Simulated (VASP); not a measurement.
# TiAl (P-6m2) in VASP: notebook, part 2 of 2

VASP 6.6.1. The steps go on from the part before.

### Step 4. Single point, r2SCAN

This run uses another cell than the first one, of 16.51 Å³/atom.

File POSCAR:

```
TiAl
1.0
    2.8685970543      0.0000000000      0.0000000000
   -1.4342985271      2.4842779222      0.0000000000
    0.0000000000      0.0000000000      4.6338675649
Ti Al
1 1
Direct
    0.0000000000      0.0000000000      0.0000000000
    0.3333333333      0.6666666667      0.5000000000
```

File INCAR.step1:

```
PREC = Accurate
ENCUT = 520
ISMEAR = 0
SIGMA = 0.15
LREAL = False
LASPH = True
NELM = 100
NBANDS = 14
GGA = PE
ALGO = Normal
EDIFF = 1E-4
LWAVE = True
LCHARG = False
```

File INCAR.step2:

```
PREC = Accurate
ENCUT = 520
EDIFF = 1E-6
ISMEAR = 0
SIGMA = 0.15
LREAL = False
LASPH = True
NELM = 100
ALGO = Normal
ISIF = 2
LWAVE = False
LCHARG = False
METAGGA = R2SCAN
LMIXTAU = True
NBANDS = 14
ISTART = 1
```

File KPOINTS:

```
regular mesh
0
Gamma
  24 24 14
```

Potentials or basis: VASP PAW PBE potentials, release 64 (Ti_sv, Al).

Command:

```console
> cat potpaw_PBE.64/Ti_sv/POTCAR potpaw_PBE.64/Al/POTCAR > POTCAR
> cp INCAR.step1 INCAR
> mpirun -np 1 vasp_std > vasp.out
> cp INCAR.step2 INCAR
> mpirun -np 1 vasp_std > vasp.out
```

OUTCAR:

```text
PREC = Accurate
   ENCUT = 520
   EDIFF = 1E-6
   ISMEAR = 0
   LREAL = False
   LASPH = True
   NELM = 100
   ISIF = 2
   METAGGA = R2SCAN
   ISTART = 1

 ion  position               nearest neighbor table
   1  0.000  0.000  0.000-   2 2.85   2 2.85   2 2.85   2 2.85   2 2.85   2 2.85
   2  0.333  0.667  0.500-   1 2.85   1 2.85   1 2.85   1 2.85   1 2.85   1 2.85

  LATTYP: Found a hexagonal cell.
 ALAT       =     2.8685970543
 C/A-ratio  =     1.6153776488

  Lattice vectors:

 A1 = (   2.8685970543,   0.0000000000,   0.0000000000)
 A2 = (  -1.4342985271,   2.4842779222,   0.0000000000)
 A3 = (   0.0000000000,   0.0000000000,   4.6338675649)

Analysis of symmetry for initial positions (statically):
=====================================================================
 Subroutine PRICEL returns:
 Original cell was already a primitive cell.

 Routine SETGRP: Setting up the symmetry group for a
 hexagonal supercell.

 Subroutine GETGRP returns: Found 12 space group operations
 (whereof 12 operations were pure point group operations)
 out of a pool of 24 trial point group operations.

The static configuration has the point symmetry D_3h.

Analysis of symmetry for dynamics (positions and initial velocities):
=====================================================================
 Subroutine PRICEL returns:
 Original cell was already a primitive cell.

 Routine SETGRP: Setting up the symmetry group for a
 hexagonal supercell.

 Subroutine GETGRP returns: Found 12 space group operations
 (whereof 12 operations were pure point group operations)
 out of a pool of 24 trial point group operations.

The dynamic configuration has the point symmetry D_3h.

 Subroutine INISYM returns: Found 12 space group operations
 (whereof 12 operations are pure point group operations),
 and found     1 'primitive' translations

----------------------------------------------------------------------------------------

                                     Primitive cell

  volume of cell :      33.0228
[... 119 lines left out ...]
   LRPA    =     F    only Hartree local field effects (RPA)
 non-spin polarized calculation
 Gauss-broadening in eV      SIGMA  =   0.15
  energy-cutoff  :      520.00
  volume of cell :       33.02
 maximum number of plane-waves:       905
 NGX is ok and might be reduce to    24
   NGX = 11   NGY = 11   NGZ = 17

 number of electron      15.0000003 magnetization

 Free energy of the ion-electron system (eV)
  ---------------------------------------------------
  ext. energy  EPLUGINS =         0.00000000
  ---------------------------------------------------
  free energy    TOTEN  =       -20.24798919 eV

  energy without entropy =      -20.22097174  energy(sigma->0) =      -20.23448046

 E-fermi :   7.9180     XC(G=0): -11.7867

 val. band max:        7.9138065172   @ k =   0.2917   0.2500   0.5000
 cond. band min:       7.9192164383   @ k =   0.3333  -0.0000   0.4286
 fundamental gap:      0.0054099211
 Fermi energy:         7.9179566133

 k-point     1 :       0.0000    0.0000    0.0000
  band No.  band energies     occupation
      1     -50.9247      2.00000
      2     -26.2032      2.00000
      3     -25.7712      2.00000
      4     -25.7712      2.00000
      5      -1.5554      2.00000
      6       5.5206      2.00000
      7       5.9092      2.00000
      8       9.3560      0.00000
      9       9.3560      0.00000
     10      10.9802      0.00000
     11      10.9802      0.00000
     12      12.2942      0.00000
     13      21.5455      0.00000
     14      21.5455      0.00000
[... 377 lines left out ...]
      1     -50.8247      2.00000
      2     -26.3667      2.00000
      3     -26.1043      2.00000
      4     -25.9143      2.00000
      5       3.8301      2.00000
      6       5.0918      2.00000
      7       6.3868      2.00000
      8       6.9508      2.00000
      9      10.1701      0.00000
     10      11.9191      0.00000
     11      12.2826      0.00000
     12      12.3833      0.00000
     13      13.7472      0.00000
     14      15.8360      0.00000

 [... further k-points ...]

------------------------ aborting loop because EDIFF is reached ----------------------------------------

  FORCE on cell =-STRESS in cart. coord.  units (eV):
  Direction    XX          YY          ZZ          XY          YZ          ZX
  --------------------------------------------------------------------------------------
  -------------------------------------------------------------------------------------
  Total        0.0358106      0.0358106     -0.0067575      0.0000000      0.0000000     -0.0000000
  in kB        1.7374342      1.7374342     -0.3278563      0.0000000      0.0000000     -0.0000000
  external PRESSURE =       1.0490040 kB  Pullay stress =       0.0000000 kB

 VOLUME and BASIS-vectors are now :
 -----------------------------------------------------------------------------
  energy-cutoff  :      520.00
  volume of cell :       33.02
      direct lattice vectors                 reciprocal lattice vectors
     2.868597054  0.000000000  0.000000000     0.348602464  0.201265726  0.000000000
    -1.434298527  2.484277922  0.000000000     0.000000000  0.402531452  0.000000000
     0.000000000  0.000000000  4.633867565     0.000000000  0.000000000  0.215802456

 POSITION                                       TOTAL-FORCE (eV/Angst)
 -----------------------------------------------------------------------------------
      0.00000      0.00000      0.00000         0.000000     -0.000000      0.000000
     -0.00000      1.65619      2.31693        -0.000000      0.000000      0.000000
 -----------------------------------------------------------------------------------
    total drift:                               -0.000001      0.000001      0.000000

  FREE ENERGIE OF THE ION-ELECTRON SYSTEM (eV)
  ---------------------------------------------------
  free  energy   TOTEN  =       -20.2479891918 eV

  energy  without entropy=      -20.2209717380  energy(sigma->0) =      -20.23448046
```

OUTCAR.step1:

```text
PREC = Accurate
   ENCUT = 520
   ISMEAR = 0
   LREAL = False
   LASPH = True
[... 631 lines left out ...]
      0.00000      0.00000      0.00000         0.000000      0.000000      0.000000
     -0.00000      1.65619      2.31693        -0.000000      0.000000      0.000000
 -----------------------------------------------------------------------------------
    total drift:                                0.000000     -0.000000      0.000000

  FREE ENERGIE OF THE ION-ELECTRON SYSTEM (eV)
  ---------------------------------------------------
  free  energy   TOTEN  =       -12.0957221847 eV

  energy  without entropy=      -12.0657949362  energy(sigma->0) =      -12.08075856
```

OSZICAR.step1:

```text
N       E                     dE             d eps       ncg     rms          rms(c)
DAV:   1     0.999779127076E+02    0.99978E+02   -0.71327E+03 13694   0.108E+03
DAV:   2    -0.775335424434E+01   -0.10773E+03   -0.10365E+03 14114   0.298E+02
DAV:   3    -0.134476522029E+02   -0.56943E+01   -0.55676E+01 20776   0.658E+01
DAV:   4    -0.136199395687E+02   -0.17229E+00   -0.17198E+00 15442   0.101E+01
DAV:   5    -0.136263980957E+02   -0.64585E-02   -0.64580E-02 20564   0.184E+00    0.927E+00
DAV:   6    -0.123886778056E+02    0.12377E+01   -0.60786E+00 15568   0.300E+01    0.375E+00
DAV:   7    -0.121209890224E+02    0.26769E+00   -0.75562E-01 15048   0.999E+00    0.200E+00
DAV:   8    -0.121007838988E+02    0.20205E-01   -0.16963E-01 15530   0.475E+00    0.852E-01
DAV:   9    -0.120991706771E+02    0.16132E-02   -0.57224E-02 14878   0.337E+00    0.460E-01
DAV:  10    -0.120956482938E+02    0.35224E-02   -0.90907E-03 15192   0.123E+00    0.608E-02
DAV:  11    -0.120957221847E+02   -0.73891E-04   -0.92796E-04 18608   0.292E-01
   1 F= -.12095722E+02 E0= -.12080759E+02  d E =-.299272E-01
```

Wall time 20 min (1 thread of Intel Xeon 8259CL, shared host); peak memory 0.36 GiB.

Results:

* Free energy: -20.2480 eV
* Pressure: 0.1 GPa
* Band gap on the k mesh: zero (an odd number of electrons rules out a gap without spin polarisation)

Stress tensor (GPa, compression positive):
```
 0.17  0.00  0.00
 0.00  0.17  0.00
 0.00  0.00 -0.03
```

Caveat: the PAW data sets were made with another functional, which shifts forces and pressure a little.

### Step 5. Summary

```tsv
cell	k mesh	smearing	gap on the mesh (eV)	pressure (GPa)
a = 2.867, b = 2.867, c = 4.678 Å, angles 90.0, 90.0, 120.0°, 2 atoms	6 × 6 × 4	gaussian 0.1 eV	none	-1.0
a = 2.869, b = 2.869, c = 4.634 Å, angles 90.0, 90.0, 120.0°, 2 atoms	18 × 18 × 10	gaussian 0.1 eV	none	0.1
a = 2.869, b = 2.869, c = 4.634 Å, angles 90.0, 90.0, 120.0°, 2 atoms	24 × 24 × 14	gaussian 0.15 eV	none	0.1
```

Alike in all rows: task single point; level r2SCAN; potentials or basis VASP PAW PBE potentials, release 64 (Ti_sv, Al); no spin polarisation; cutoff (eV) 520.

Caveats: some runs use coarse meshes; the PAW data sets were made with another functional, which shifts forces and pressure a little.

Absolute energies hang on the potentials; compare differences alone.
